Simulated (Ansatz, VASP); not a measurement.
**BaAl3 in VASP and in Ansatz**

```
CELL_PARAMETERS angstrom
4.66731 0.00000 0.00000
0.00000 4.66731 0.00000
0.00000 0.00000 4.66731
ATOMIC_POSITIONS crystal
Ba 0.00000 0.00000 0.00000
Al 0.00000 0.50000 0.50000
Al 0.50000 0.00000 0.50000
Al 0.50000 0.50000 0.00000
```

Alike in both runs: functional PBE; k mesh 4 × 4 × 4; occupations gaussian, width 0.1 eV; no spin polarisation.

Ansatz relaxed the structure, and its values are those at the end. VASP's run is a single point on that final structure, the one shown.

|  | VASP | Ansatz |
| --- | --- | --- |
| version | VASP 6.6.1 | Ansatz 0.2.0 |
| potentials or method | VASP PAW PBE potentials, release 64 (Ba_sv, Al), cutoff 520 eV | scalar-relativistic, plane waves, PAW |
| valence electrons in the cell | 19 | 19 |

Ansatz gave:

- gap on the k mesh at the Fermi level (eV): none
- pressure (GPa): 0.1

Problem. Which values does VASP return?

Solution. gap on the k mesh at the Fermi level (eV): none; pressure (GPa): 0.3.

A gap of «none» marks a metal or a gap that the smearing closes. The functional is the same, so the differences come from potentials, cutoffs and numerics.

Spin-orbit coupling is off throughout.
